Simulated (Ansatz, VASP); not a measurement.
BeGe2 in VASP and in Ansatz

```
Be Ge
1.0
    -0.00317    0.00242    4.21934
     6.04166   -0.94634    0.00457
    -1.94152   12.07495   -0.00721
Be Ge
4 8
Direct
  0.75006 0.49867 0.24993
  0.74998 0.50130 0.75005
  0.25002 0.49870 0.24995
  0.24995 0.50133 0.75007
  0.00003 0.20595 0.30378
  0.99995 0.20794 0.80331
  0.00005 0.79206 0.19669
  0.99996 0.79405 0.69622
  0.50002 0.39212 0.39661
  0.49994 0.39373 0.89641
  0.50006 0.60627 0.10359
  0.49998 0.60787 0.60339
```

Change from the starting cell: cell x2, atoms moved at random (sigma 0.15 Å) and cell strained at random (1.5 %), then relaxed without symmetry.

Alike in both runs: functional PBE; k mesh 4 × 4 × 2; occupations gaussian, width 0.2 eV; no spin polarisation.

Ansatz relaxed the structure, and its values are those at the end. VASP's run is a single point on that final structure, the one shown.

|  | VASP | Ansatz |
| --- | --- | --- |
| version | VASP 6.6.1 | Ansatz 0.2.0 |
| potentials or method | VASP PAW PBE potentials, release 64 (Be, Ge_d), cutoff 520 eV | scalar-relativistic, plane waves, PAW |
| valence electrons in the cell | 120 | 120 |

```tsv
	VASP	Ansatz	Ansatz less VASP
gap on the k mesh at the Fermi level (eV)	none	none	-
pressure (GPa)	0.0	0.0	-0.01
rms of the force components (eV/Å)	0.005	0.003	-0.0021
```

A gap of «none» marks a metal or a gap that the smearing closes.

The k mesh is coarse, so the values compare programs but aren't converged.
